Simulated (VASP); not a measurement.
# Te2Mo (P6_3/mmc) in VASP: phonons with PBE+D4

Aim: the phonons of Te2Mo with PBE+D4.

Program: VASP 6.6.1. These are calculated values, not measurements. Logs are shortened: lines on timing, memory, paths and dates and some standing lists are left out, and cuts for length are marked.

## Step 1: The cell of the first run

Symmetry: P6_3/mmc, No. 194, hexagonal system. The conventional cell has a = 3.501 Å, b = 3.501 Å, c = 13.735 Å, α = 90.00°, β = 90.00°, γ = 120.00°. Te (site symmetry 3m) has 3 Mo at 2.72 Å and 10 Te at 3.50 to 3.82 Å within 3.9 Å. Within 3.6 Å of Mo (site symmetry -6m2) lie 6 Te at 2.72 Å and 6 Mo at 3.50 Å.

## Step 2: Phonons, PBE+D4

File INCAR:

```
SYSTEM = Te2Mo
PREC = Accurate ; ENCUT = 520
EDIFF = 1E-8 ; ISMEAR = 0
SIGMA = 0.01 ; LREAL = .FALSE.
LASPH = .TRUE. ; NELM = 100
ALGO = Normal ; ISIF = 2
LWAVE = .FALSE. ; LCHARG = .FALSE.
GGA = PE ; IVDW = 13
IBRION = 6 ; NFREE = 2
POTIM = 0.015 ; NSW = 1
```

File KPOINTS:

```
regular mesh
0
G
  9 9 2
  0 0 0
```

File POSCAR:

```
Te2Mo
1.0
    3.5012935308      0.0000000000      0.0000000000
   -1.7506467654      3.0322091437      0.0000000000
    0.0000000000      0.0000000000     13.7347029314
Te Mo
4 2
Direct
    0.3333333333      0.6666666667      0.6178146883
    0.6666666667      0.3333333333      0.1178146883
    0.3333333333      0.6666666667      0.8821853117
    0.6666666667      0.3333333333      0.3821853117
    0.3333333333      0.6666666667      0.2500000000
    0.6666666667      0.3333333333      0.7500000000
```

Potentials or basis: VASP PAW PBE potentials, release 64 (Te, Mo_sv).

The run is started by

```bash
cat potpaw_PBE.64/Te/POTCAR potpaw_PBE.64/Mo_sv/POTCAR > POTCAR
mpirun -np 1 vasp_std > vasp.out
```

OUTCAR:

```text
SYSTEM = Te2Mo
   PREC = Accurate
   ENCUT = 520
   EDIFF = 1E-8
   ISMEAR = 0
   LREAL = .FALSE.
   LASPH = .TRUE.
   NELM = 100
   ISIF = 2
   GGA = PE
   IVDW = 13
   IBRION = 6
   NFREE = 2
   POTIM = 0.015
   NSW = 1

 ion  position               nearest neighbor table
   1  0.333  0.667  0.618-   6 2.72   6 2.72   6 2.72   3 3.63
   2  0.667  0.333  0.118-   5 2.72   5 2.72   5 2.72   4 3.63
   3  0.333  0.667  0.882-   6 2.72   6 2.72   6 2.72   1 3.63
   4  0.667  0.333  0.382-   5 2.72   5 2.72   5 2.72   2 3.63
   5  0.333  0.667  0.250-   2 2.72   4 2.72   2 2.72   4 2.72   2 2.72   4 2.72
   6  0.667  0.333  0.750-   1 2.72   3 2.72   1 2.72   3 2.72   1 2.72   3 2.72

  LATTYP: Found a hexagonal cell.
 ALAT       =     3.5012935308
 C/A-ratio  =     3.9227510663

  Lattice vectors:

 A1 = (   3.5012935308,   0.0000000000,   0.0000000000)
 A2 = (  -1.7506467654,   3.0322091437,   0.0000000000)
 A3 = (   0.0000000000,   0.0000000000,  13.7347029314)

Analysis of symmetry for initial positions (statically):
=====================================================================
 Subroutine PRICEL returns:
 Original cell was already a primitive cell.

 Routine SETGRP: Setting up the symmetry group for a
 hexagonal supercell.

 Subroutine GETGRP returns: Found 24 space group operations
 (whereof 12 operations were pure point group operations)
 out of a pool of 24 trial point group operations.

The static configuration has the point symmetry D_3d.
 The point group associated with its full space group is D_6h.

Analysis of symmetry for dynamics (positions and initial velocities):
=====================================================================
 Subroutine PRICEL returns:
 Original cell was already a primitive cell.

 Routine SETGRP: Setting up the symmetry group for a
 hexagonal supercell.

 Subroutine GETGRP returns: Found 24 space group operations
 (whereof 12 operations were pure point group operations)
 out of a pool of 24 trial point group operations.

The dynamic configuration has the point symmetry D_3d.
 The point group associated with its full space group is D_6h.

[... 138 lines left out ...]
 Gauss-broadening in eV      SIGMA  =   0.01
  energy-cutoff  :      520.00
  volume of cell :      145.82
 maximum number of plane-waves:      4000
 NGX is ok and might be reduce to    28
   NGX = 13   NGY = 13   NGZ = 51

--------------------------------------- Ionic step        1  -------------------------------------------

 number of electron      51.9999998 magnetization

 Free energy of the ion-electron system (eV)
  ---------------------------------------------------
  ext. energy  EPLUGINS =         0.00000000
  ---------------------------------------------------
  free energy    TOTEN  =       -35.92342562 eV

  energy without entropy =      -35.92342562  energy(sigma->0) =      -35.92342562

------------------------ aborting loop because EDIFF is reached ----------------------------------------

  DFT-D4 for vdW energy calculation

  Edisp (eV):   -3.44159
[... 343 lines left out ...]
--------------------------------------- Ionic step        9  -------------------------------------------

 number of electron      51.9999998 magnetization

 Free energy of the ion-electron system (eV)
  ---------------------------------------------------
  ext. energy  EPLUGINS =         0.00000000
  ---------------------------------------------------
  free energy    TOTEN  =       -35.92103846 eV

  energy without entropy =      -35.92103846  energy(sigma->0) =      -35.92103846

 E-fermi :   8.7426     XC(G=0): -10.6103

 val. band max:        8.5618231333   @ k =   0.0000   0.0000   0.0000
 cond. band min:       9.2359588009   @ k =   0.2222   0.2222   0.0000
 fundamental gap:      0.6741356676
 Fermi energy:         8.7426358755

 k-point     1 :       0.0000    0.0000    0.0000
  band No.  band energies     occupation
      1     -52.2970      2.00000
      2     -52.2968      2.00000
      3     -26.4715      2.00000
      4     -26.4713      2.00000
      5     -26.3340      2.00000
      6     -26.3340      2.00000
[... 842 lines left out ...]
  FREE ENERGIE OF THE ION-ELECTRON SYSTEM (eV)
  ---------------------------------------------------
  free  energy   TOTEN  =       -39.3626369601 eV

  energy  without entropy=      -39.3626369601  energy(sigma->0) =      -39.36263696

 INTERNAL STRAIN TENSORS FROM DISPLACED ATOMS
 ============================================

 INTERNAL STRAIN TENSOR FOR ION    1 for displacements in x,y,z  (eV/Angst):
          X           Y           Z          XY          YZ          ZX
  --------------------------------------------------------------------------------
  x     0.00000     0.00000     0.00000    -3.62242     0.00000    10.56215
  y    -3.62242     3.62242     0.00000     0.00000    10.56216     0.00000
  z     8.87247     8.87247    22.65961     0.00000     0.00000    -0.00000

 INTERNAL STRAIN TENSOR FOR ION    6 for displacements in x,y,z  (eV/Angst):
          X           Y           Z          XY          YZ          ZX
  --------------------------------------------------------------------------------
  x     0.00000     0.00000     0.00000     6.88268     0.00000     0.00000
  y     6.88268    -6.88268    -0.00000     0.00000     0.00000     0.00000
  z    -0.00000     0.00000    -0.00000     0.00000     0.00000     0.00000

 Eigenvectors and eigenvalues of the dynamical matrix
 ----------------------------------------------------

   1 f  =    8.699593 THz    54.661157 2PiTHz  290.187198 cm-1    35.978611 meV
             X         Y         Z           dx          dy          dz
     -0.000000  2.021473  8.485501     0.000000    0.000000   -0.262724
      1.750647  1.010736  1.618150     0.000000    0.000000    0.262724
     -0.000000  2.021473 12.116553     0.000000    0.000000   -0.262724
      1.750647  1.010736  5.249202     0.000000    0.000000    0.262724
     -0.000000  2.021473  3.433676     0.000000    0.000000   -0.601624
      1.750647  1.010736 10.301027    -0.000000   -0.000000    0.601624
[... 145 lines left out ...]
  18 f/i=    0.000361 THz     0.002266 2PiTHz    0.012032 cm-1     0.001492 meV
             X         Y         Z           dx          dy          dz
     -0.000000  2.021473  8.485501    -0.000000   -0.000000    0.426245
      1.750647  1.010736  1.618150    -0.000000   -0.000000    0.426245
     -0.000000  2.021473 12.116553    -0.000000   -0.000000    0.426245
      1.750647  1.010736  5.249202    -0.000000   -0.000000    0.426245
     -0.000000  2.021473  3.433676    -0.000000   -0.000000    0.369636
      1.750647  1.010736 10.301027    -0.000000   -0.000000    0.369636

 ELASTIC MODULI CONTR FROM IONIC RELAXATION (kBar)
 Direction    XX          YY          ZZ          XY          YZ          ZX
 --------------------------------------------------------------------------------
 XX        -316.3334   -156.4144   -603.6805      0.0000     -0.0000      0.0000
 YY        -156.4144   -316.3334   -603.6805     -0.0000      0.0000      0.0000
 ZZ        -603.6805   -603.6805  -1541.7531      0.0000      0.0000      0.0000
 XY           0.0000     -0.0000      0.0000    -79.9595     -0.0000      0.0000
 YZ           0.0000     -0.0000      0.0000     -0.0000   -740.0122      0.0000
 ZX           0.0000      0.0000      0.0000      0.0000      0.0000   -740.0108
 --------------------------------------------------------------------------------
```

OSZICAR:

```text
N       E                     dE             d eps       ncg     rms          rms(c)
DAV:   1     0.413457998704E+03    0.41346E+03   -0.27320E+04  1720   0.151E+03
[... 125 lines left out ...]
DAV:   5    -0.359210330147E+02    0.11237E-05   -0.48495E-05  1902   0.380E-02    0.421E-02
DAV:   6    -0.359210368367E+02   -0.38220E-05   -0.14944E-05  1813   0.229E-02    0.210E-02
DAV:   7    -0.359210385689E+02   -0.17322E-05   -0.39137E-06  1986   0.124E-02    0.873E-03
DAV:   8    -0.359210385195E+02    0.49403E-07   -0.57385E-07  1953   0.507E-03    0.633E-03
DAV:   9    -0.359210384845E+02    0.34986E-07   -0.27853E-07  1955   0.277E-03    0.355E-03
DAV:  10    -0.359210384654E+02    0.19136E-07   -0.90325E-08  1685   0.154E-03    0.157E-03
DAV:  11    -0.359210384629E+02    0.25066E-08   -0.21137E-08  1295   0.681E-04
   9 F= -.39362637E+02 E0= -.39362637E+02  d E =-.360528-146
```

stdout:

```text
POSCAR found type information on POSCAR TeMo
 POSCAR found :  2 types and       6 ions
 scaLAPACK will be used
 LDA part: xc-table for (Slater+PW92), standard interpolation
 POSCAR, INCAR and KPOINTS ok, starting setup
 FFT: planning ... GRIDC
 FFT: planning ... GRID_SOFT
 FFT: planning ... GRID
 WAVECAR not read
 entering main loop
 Found     4 degrees of freedom:
 Finite differences POTIM= 0.01500 DOF=   4
 bond charge predicted
 Finite differences progress:
 bond charge predicted
 Finite differences progress:
 bond charge predicted
 Finite differences progress:
 bond charge predicted
 Finite differences progress:
 bond charge predicted
 Finite differences progress:
 bond charge predicted
 Finite differences progress:
 bond charge predicted
 Finite differences progress:
 bond charge predicted
 Finite differences progress:
```

Wall time 31 min (1 thread of AMD EPYC 7R13 (Zen 3), shared host); peak memory 0.64 GiB.

Results:

```yaml
Highest_phonon_frequency_at_Γ_LO-TO_splitting_left_out: 290 cm⁻¹
Dispersion_energy_per_atom: -0.574 eV
```

Phonon frequencies in cm⁻¹ (negative: imaginary):
```tsv
q point	frequencies
(0.000, 0.000, 0.000)	0 0 0 30 30 44 116 116 119 119 170 177 234 234 234 234 284 290
```

Caveat: spin-orbit coupling is left out, which moves the levels of the heavy elements.
